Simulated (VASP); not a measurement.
Input of a VASP 6.6.1 run:

INCAR

```
SYSTEM = GePbS2
PREC = Accurate
ENCUT = 520
EDIFF = 1E-6
ISMEAR = -1
SIGMA = 0.02
LREAL = .FALSE.
LASPH = .TRUE.
NELM = 100
ALGO = Normal
ISIF = 2
LWAVE = .FALSE.
LCHARG = .TRUE.
GGA = PS
LELF = .TRUE.
LVHAR = .TRUE.
NBANDS = 28
```

The input KPOINTS:

```
regular mesh
0
G
  4 4 4
  0 0 0
```

File POSCAR:

```
GePbS2
1.0
    4.0499606370      0.0000000000      0.0000000000
    0.0000000000      4.0499606370      0.0000000000
    0.0000000000      0.0000000000      5.7341580393
Ge S Pb
1 2 1
Direct
    0.0000000000      0.0000000000      0.0000000000
    0.0000000000      0.0000000000      0.5000000000
    0.5000000000      0.5000000000      0.0000000000
    0.5000000000      0.5000000000      0.5000000000
```

Potentials or basis: VASP PAW PBE potentials, release 64 (Ge_d, S, Pb_d).

The run is started by

```bash
$ cat potpaw_PBE.64/Ge_d/POTCAR potpaw_PBE.64/S/POTCAR potpaw_PBE.64/Pb_d/POTCAR > POTCAR
$ mpirun -np 1 vasp_std > vasp.out
```

**Question.** Predict the band gap on the k mesh.

**Answer.** 0.07 eV.

**Question.** What does it give for the pressure?

**Answer.** -2.4 GPa.

Stress tensor (GPa, compression positive):
```
-2.22  0.00  0.00
 0.00 -2.22  0.00
 0.00  0.00 -2.79
```

Caveat: the PAW data sets were made with another functional, which shifts forces and pressure a little; spin-orbit coupling is left out, which moves the levels of the heavy elements. A k mesh can miss the band edges.
